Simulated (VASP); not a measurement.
# H (I4/mmm) in VASP: notebook

The runs below take H through relaxation of cell and atoms, single point, with r2SCAN.

Program: VASP 6.6.1. These are calculated values, not measurements. Logs are shortened: lines on timing, memory, paths and dates and some standing lists are left out, and cuts for length are marked.

### 1 The cell of the first run

Symmetry: I4/mmm, No. 139, tetragonal system. Conventional cell: a = 3.650 Å, b = 3.650 Å, c = 4.680 Å, α = 90.00°, β = 90.00°, γ = 90.00°. H (site symmetry 4mm) has 1 H at 0.74 Å within 1.0 Å.

### 2 Relaxation of cell and atoms, r2SCAN

POSCAR reads:

```
H
1.0
   -1.8249285286      1.8249285286      2.3402145303
    1.8249285286     -1.8249285286      2.3402145303
    1.8249285286      1.8249285286     -2.3402145303
H
2
Direct
    0.9207508993      0.9207508993      0.0000000000
    0.0792491007      0.0792491007      0.0000000000
```

INCAR.step1 reads:

```
SYSTEM = H
  PREC = Accurate
  ENCUT = 600
  ISMEAR = 0
  SIGMA = 0.02
  LREAL = .FALSE.
  LASPH = .TRUE.
  NELM = 100
  GGA = PE
  ALGO = Normal
  EDIFF = 1E-4
  LWAVE = .TRUE.
  LCHARG = .FALSE.
```

INCAR.step2 reads:

```
SYSTEM = H
  PREC = Accurate
  ENCUT = 600
  EDIFF = 1E-6
  ISMEAR = 0
  SIGMA = 0.02
  LREAL = .FALSE.
  LASPH = .TRUE.
  NELM = 100
  ALGO = Normal
  ISIF = 3
  LWAVE = .FALSE.
  LCHARG = .FALSE.
  METAGGA = R2SCAN
  LMIXTAU = .TRUE.
  IBRION = 2
  NSW = 100
  EDIFFG = -0.005
  ISTART = 1
```

KPOINTS reads:

```
Automatic mesh
0
G
  10 10 10
  0 0 0
```

Potentials or basis: VASP PAW PBE potentials, release 64 (H).

Started as:

```console
$ cat potpaw_PBE.64/H/POTCAR > POTCAR
$ cp INCAR.step1 INCAR
$ mpirun -np 1 vasp_std > vasp.out
$ cp INCAR.step2 INCAR
$ mpirun -np 1 vasp_std > vasp.out
```

OUTCAR:

```text
SYSTEM = H
   PREC = Accurate
   ENCUT = 600
   EDIFF = 1E-6
   ISMEAR = 0
   LREAL = .FALSE.
   LASPH = .TRUE.
   NELM = 100
   ISIF = 3
   METAGGA = R2SCAN
   IBRION = 2
   NSW = 100
   EDIFFG = -0.005
   ISTART = 1

 ion  position               nearest neighbor table
   1  0.921  0.921  0.000-   2 0.74
   2  0.079  0.079  0.000-   1 0.74

  LATTYP: Found a body centered tetragonal cell.
 ALAT       =     3.6498570572
 C/A-ratio  =     1.2823595520

  Lattice vectors:

 A1 = (  -1.8249285286,   1.8249285286,   2.3402145303)
 A2 = (   1.8249285286,  -1.8249285286,   2.3402145303)
 A3 = (   1.8249285286,   1.8249285286,  -2.3402145303)

Analysis of symmetry for initial positions (statically):
=====================================================================
 Subroutine PRICEL returns:
 Original cell was already a primitive cell.

 Routine SETGRP: Setting up the symmetry group for a
 body centered tetragonal supercell.

 Subroutine GETGRP returns: Found 16 space group operations
 (whereof 16 operations were pure point group operations)
 out of a pool of 16 trial point group operations.

The static configuration has the point symmetry D_4h.

Analysis of symmetry for dynamics (positions and initial velocities):
=====================================================================
 Subroutine PRICEL returns:
 Original cell was already a primitive cell.

 Routine SETGRP: Setting up the symmetry group for a
 body centered tetragonal supercell.

 Subroutine GETGRP returns: Found 16 space group operations
 (whereof 16 operations were pure point group operations)
 out of a pool of 16 trial point group operations.

The dynamic configuration has the point symmetry D_4h.

 Subroutine INISYM returns: Found 16 space group operations
 (whereof 16 operations are pure point group operations),
 and found     1 'primitive' translations

----------------------------------------------------------------------------------------

                                     Primitive cell

  volume of cell :      31.1751

  direct lattice vectors                    reciprocal lattice vectors
    -1.824928529  1.824928529  2.340214530     0.000000000  0.273983333  0.213655626
     1.824928529 -1.824928529  2.340214530     0.273983333  0.000000000  0.213655626
     1.824928529  1.824928529 -2.340214530     0.273983333  0.273983333  0.000000000
[... 78 lines left out ...]
   ISPIN  =      1    spin polarized calculation?
   LNONCOLLINEAR =      F non collinear calculations
   LSORBIT =      F    spin-orbit coupling
   LASPH  =      T    aspherical Exc in radial PAW
   ENCUT  =  600.0 eV  44.10 Ry    6.64 a.u.   6.96  6.96  6.96*2*pi/ulx,y,z
   NELM   =    100;   NELMIN=  2; NELMDL=  0     # of ELM steps
   EDIFF  = 0.1E-05   stopping-criterion for ELM
   LREAL  =      F    real-space projection
   EDIFFG = -.5E-02   stopping-criterion for IOM
   NSW    =    100    number of steps for IOM
   IBRION =      2    ionic relax: 0-MD 1-quasi-New 2-CG
   NFREE  =      1    steps in history (QN), initial steepest desc. (CG)
   ISIF   =      3    stress and relaxation
   ISYM   =      2    0-nonsym 1-usesym 2-fastsym
   POTIM  = 0.5000    time-step for ionic-motion
   TEBEG  =    0.0;   TEEND  =   0.0 temperature during run
   PSTRESS=    0.0 pullay stress
   NELECT =       2.0000    total number of electrons
   NUPDOWN=      -1.0000    fix difference up-down
   EMIN   =  10.00;   EMAX   =-10.00  energy-range for DOS
   EFERMI =   0.00;   METHOD = LEGACY
   ISMEAR =     0;   SIGMA  =   0.02  broadening in eV -4-tet -1-fermi 0-gaus
   EFERMI_NEDOS =   21; number of points for ismear=-14 and -15
   IALGO  =     38    algorithm
   IMIX   =      4    mixing-type and parameters
     AMIX     =   0.40;   BMIX     =  1.00
     AMIX_MAG =   1.60;   BMIX_MAG =  1.00
  volume/ion in A,a.u.               =      15.59       105.19
  Fermi-wavevector in a.u.,A,eV,Ry     =   0.655364  1.238458  5.843723  0.429502
  Thomas-Fermi vector in A             =   1.726216
   LORBIT       =      0    0 simple, 1 ext, 2 COOP (PROOUT), +10 PAW based schemes
   METAGGA = R2SCAN    functional components
   LHFCALC =     F    Hartree Fock is set to
   AEXX    =    0.0000 exact exchange contribution
   IVDW    =     0    specifies the selected vdW correction
   LEPSILON=     F    determine dielectric tensor
   LRPA    =     F    only Hartree local field effects (RPA)
 conjugate gradient relaxation of ions
 non-spin polarized calculation
 Gauss-broadening in eV      SIGMA  =   0.02
  energy-cutoff  :      600.00
  volume of cell :       31.18
 maximum number of plane-waves:      1060
   NGX = 13   NGY = 13   NGZ = 13

 number of electron       2.0000000 magnetization

 Free energy of the ion-electron system (eV)
  ---------------------------------------------------
  ext. energy  EPLUGINS =         0.00000000
  ---------------------------------------------------
  free energy    TOTEN  =        -6.90808639 eV

  energy without entropy =       -6.90808639  energy(sigma->0) =       -6.90808639

 E-fermi :  -9.2854     XC(G=0):  -4.4590

 val. band max:       -9.3692893859   @ k =   0.5000   0.5000   0.5000
 cond. band min:       0.9329883507   @ k =   0.5000  -0.0000   0.0000
 fundamental gap:     10.3022777366
 Fermi energy:        -9.2853737484

 k-point     1 :       0.0000    0.0000    0.0000
  band No.  band energies     occupation
      1     -10.7369      2.00000
      2       4.0499      0.00000
      3       7.3975      0.00000
      4      12.8769      0.00000
      5      12.8769      0.00000
[... 177 lines left out ...]
 k-point    24 :       0.4000    0.3000    0.0000
  band No.  band energies     occupation
      1      -9.6407      2.00000
      2       2.2177      0.00000
      3       4.0468      0.00000
      4       7.9570      0.00000
      5       9.4067      0.00000

 [... further k-points ...]
[... 5 lines left out ...]
  --------------------------------------------------------------------------------------
  -------------------------------------------------------------------------------------
  Total       -0.0056645     -0.0056645     -0.0063584      0.0000000      0.0000000      0.0000000
  in kB       -0.2911152     -0.2911152     -0.3267773      0.0000000      0.0000000      0.0000000
  external PRESSURE =      -0.3030026 kB  Pullay stress =       0.0000000 kB

 VOLUME and BASIS-vectors are now :
 -----------------------------------------------------------------------------
  energy-cutoff  :      600.00
  volume of cell :       31.18
      direct lattice vectors                 reciprocal lattice vectors
    -1.824928529  1.824928529  2.340214530     0.000000000  0.273983333  0.213655626
     1.824928529 -1.824928529  2.340214530     0.273983333  0.000000000  0.213655626
     1.824928529  1.824928529 -2.340214530     0.273983333  0.273983333  0.000000000

 POSITION                                       TOTAL-FORCE (eV/Angst)
 -----------------------------------------------------------------------------------
      0.00000      0.00000      4.30951         0.000000      0.000000      0.000135
      0.00000      0.00000      0.37092        -0.000000     -0.000000     -0.000135
 -----------------------------------------------------------------------------------
    total drift:                                0.000000     -0.000000      0.000000

  FREE ENERGIE OF THE ION-ELECTRON SYSTEM (eV)
  ---------------------------------------------------
  free  energy   TOTEN  =        -6.9080863854 eV

  energy  without entropy=       -6.9080863854  energy(sigma->0) =       -6.90808639

 reached required accuracy - stopping structural energy minimisation
```

OUTCAR.step1:

```text
SYSTEM = H
   PREC = Accurate
   ENCUT = 600
   ISMEAR = 0
   LREAL = .FALSE.
[... 415 lines left out ...]
      0.00000      0.00000      4.30951        -0.000000     -0.000000     -0.296606
      0.00000      0.00000      0.37092         0.000000      0.000000      0.296606
 -----------------------------------------------------------------------------------
    total drift:                                0.000000     -0.000000      0.000000

  FREE ENERGIE OF THE ION-ELECTRON SYSTEM (eV)
  ---------------------------------------------------
  free  energy   TOTEN  =        -6.7903425327 eV

  energy  without entropy=       -6.7903425327  energy(sigma->0) =       -6.79034253
```

OSZICAR.step1:

```text
N       E                     dE             d eps       ncg     rms          rms(c)
DAV:   1    -0.689716132760E+01   -0.68972E+01   -0.52289E+02  1030   0.291E+02
DAV:   2    -0.741898701898E+01   -0.52183E+00   -0.52183E+00  1395   0.181E+01
DAV:   3    -0.742036362254E+01   -0.13766E-02   -0.13766E-02  1150   0.914E-01
DAV:   4    -0.742036714698E+01   -0.35244E-05   -0.35244E-05  1300   0.491E-02
DAV:   5    -0.742036715844E+01   -0.11466E-07   -0.11466E-07  1075   0.214E-03    0.450E+00
DAV:   6    -0.699272584543E+01    0.42764E+00   -0.23128E-01  1085   0.222E+00    0.245E+00
DAV:   7    -0.678655704004E+01    0.20617E+00   -0.52835E-01  1095   0.350E+00    0.305E-01
DAV:   8    -0.679173096422E+01   -0.51739E-02   -0.98261E-03  1070   0.576E-01    0.196E-01
DAV:   9    -0.679033909795E+01    0.13919E-02   -0.36941E-03  1040   0.298E-01    0.143E-02
DAV:  10    -0.679034253271E+01   -0.34348E-05   -0.53509E-05   870   0.618E-02
   1 F= -.67903425E+01 E0= -.67903425E+01  d E =-.220233E-12
```

Run time: 41 s. Hardware: 1 thread of AMD EPYC 9R45 (Zen 5), shared host; peak memory 0.13 GiB.

What came out:

| Item | Value |
| --- | --- |
| Free energy | -6.9081 eV |
| Pressure after relaxing | 0.0 GPa |
| Band gap on the k mesh | 10.30 eV, indirect (least direct gap 10.75 eV) |

Final structure:
```cif
data_structure
_symmetry_space_group_name_H-M 'P 1'
_symmetry_Int_Tables_number 1
_cell_length_a 3.4839
_cell_length_b 3.4839
_cell_length_c 3.4839
_cell_angle_alpha 116.822
_cell_angle_beta 116.822
_cell_angle_gamma 95.599
_cell_volume 31.18
loop_
_atom_site_label
_atom_site_type_symbol
_atom_site_fract_x
_atom_site_fract_y
_atom_site_fract_z
_atom_site_occupancy
H1 H 0.92075 0.92075 0.00000 1
H2 H 0.07925 0.07925 0.00000 1
```

Levels at points of the mesh, in eV from the valence-band top:
```csv
k point,band 1,band 2,band 3,band 4
"(0.00, 0.00, 0.00)",-1.37,13.42,16.77,22.25
"(0.50, 0.00, 0.00)",-0.45,10.30,17.02,18.16
"(0.50, 0.50, 0.00)",-0.28,12.00,14.28,16.40
"(0.50, 0.50, 0.50)",0.00,10.89,16.04,16.77
```

Caveat: the relaxation stopped at its first step, so nothing moved; the PAW data sets were made with another functional, which shifts forces and pressure a little. A k mesh can miss the band edges.

### 3 Single point, r2SCAN

This run uses another cell than the first one, of 5.49 Å³/atom, 0.352 times its volume.

POSCAR reads:

```
H
1.0
   -1.2543950585      1.2543950585      1.7452280432
    1.2543950585     -1.2543950585      1.7452280432
    1.2543950585      1.2543950585     -1.7452280432
H
2
Direct
    0.8945261482      0.8945261482      0.0000000000
    0.1054738518      0.1054738518      0.0000000000
```

INCAR.step1 reads:

```
PREC = Accurate
ENCUT = 520
ISMEAR = 0
SIGMA = 0.02
LREAL = False
LASPH = True
NELM = 100
NBANDS = 8
GGA = PE
ALGO = Normal
EDIFF = 1E-4
LWAVE = True
LCHARG = False
```

INCAR.step2 reads:

```
PREC = Accurate
ENCUT = 520
EDIFF = 1E-6
ISMEAR = 0
SIGMA = 0.02
LREAL = False
LASPH = True
NELM = 100
ALGO = Normal
ISIF = 2
LWAVE = False
LCHARG = False
METAGGA = R2SCAN
LMIXTAU = True
NBANDS = 8
ISTART = 1
```

KPOINTS reads:

```
Automatic mesh
0
Gamma
  12 12 12
```

Potentials or basis: VASP PAW PBE potentials, release 64 (H).

Started as:

```console
$ cat potpaw_PBE.64/H/POTCAR > POTCAR
$ cp INCAR.step1 INCAR
$ mpirun -np 1 vasp_std > vasp.out
$ cp INCAR.step2 INCAR
$ mpirun -np 1 vasp_std > vasp.out
```

Wall time 39 s (1 thread of AMD EPYC 9R45 (Zen 5), shared host); peak memory 0.09 GiB.

Results (log left out):

| Quantity | Value |
| --- | --- |
| Free energy | -6.7426 eV |
| Pressure | 7.5 GPa |
| Largest force | 0.012 eV/Å |
| Band gap on the k mesh | 7.85 eV, indirect (least direct gap 8.33 eV) |

Forces in eV/Å, atoms in the order of the input:
```
H    0.000  0.000 -0.012
H    0.000  0.000  0.012
```

Levels at points of the mesh, in eV from the valence-band top:
```tsv
k point	band 1	band 2	band 3	band 4	band 5	band 6
(0.00, 0.00, 0.00)	-6.97	22.15	23.47	33.79	33.79	36.14
(0.50, 0.00, 0.00)	-2.25	7.85	24.90	25.18	29.84	34.05
(0.50, 0.50, 0.00)	-1.04	11.71	16.82	20.96	23.81	25.04
(0.50, 0.50, 0.50)	0.00	8.33	18.88	22.41	22.41	25.77
```

Caveat: the PAW data sets were made with another functional, which shifts forces and pressure a little. A k mesh can miss the band edges.
